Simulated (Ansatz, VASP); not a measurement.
## Ag: VASP beside Ansatz

The input INCAR:

```
SYSTEM = Ag
PREC = Accurate
ENCUT = 630
EDIFF = 1E-6
ISMEAR = -1
SIGMA = 0.1
LREAL = .FALSE.
LASPH = .TRUE.
NELM = 200
ALGO = Normal
ISIF = 2
LWAVE = .FALSE.
LCHARG = .FALSE.
LMAXMIX = 4
LDAU = .TRUE.
LDAUTYPE = 2
LDAUL = 2
LDAUU = 6
LDAUJ = 0
LDAUPRINT = 1
GGA = PS
NBANDS = 16
GGA_COMPAT = .FALSE.
```

The input KPOINTS:

```
Automatic mesh
0
G
  8 8 8
  0 0 0
```

Contents of POSCAR:

```
Ag
1.0
    0.0000000000      2.0342650000      2.0342650000
    2.0342650000      0.0000000000      2.0342650000
    2.0342650000      2.0342650000      0.0000000000
Ag
1
Direct
    0.0000000000      0.0000000000      0.0000000000
```

Input for Ansatz:

```yaml
crystal:
  lattice:
    - [0.0, 2.034265, 2.034265]
    - [2.034265, 0.0, 2.034265]
    - [2.034265, 2.034265, 0.0]
  atoms:
    - { symbol: Ag, position: [0.0, 0.0, 0.0] }
  symmetry: { tolerance: 0.0003 }
kpoints:
  mp_grid: { grid: [8, 8, 8], shift: [0, 0, 0] }
magnetization:
  spin_polarized: false
scf:
  occupations: { method: fermi_dirac }
hamiltonian:
  pseudopotentials: { kind: paw }
  xc: pbesol
  hubbard: { sites: [{ species: Ag, l: d, u_eff: 6.0 }], double_counting: fll }
basis:
  ecutwfc: 420
output:
  forces: true
  stress: true
  eigenvalues: true
  write_density: true
  write_potential: true
  elf: true
  volumetric_format: npy
```

Alike in both runs: task single point; functional PBEsol; k mesh 8 × 8 × 8; no spin polarisation; Hubbard terms Ag d U = 6.0 eV.

|  | VASP | Ansatz |
| --- | --- | --- |
| version | VASP 6.6.1 | Ansatz 0.2.0 |
| potentials or method | VASP PAW PBE potentials, release 64 (Ag_sv_GW), cutoff 630 eV | PAW plane waves |
| occupations | fermi-dirac, width 0.1 eV | fermi-dirac |
| valence electrons in the cell | 19 | 19 |

Ansatz gave:

| Item | Value |
| --- | --- |
| gap on the k mesh at the Fermi level (eV) | none |
| pressure (GPa) | 2.6 |

**Question.** What did VASP give for the same quantities?

**Answer.** gap on the k mesh at the Fermi level (eV): none; pressure (GPa): 1.3.

VASP's potentials were made for PBE, not for PBEsol. The programs project onto different local orbitals, so the same U acts differently, and such runs can settle in different states. A gap of «none» marks a metal or a gap that the smearing closes. Ansatz's warnings: filled band counts differ across k points.
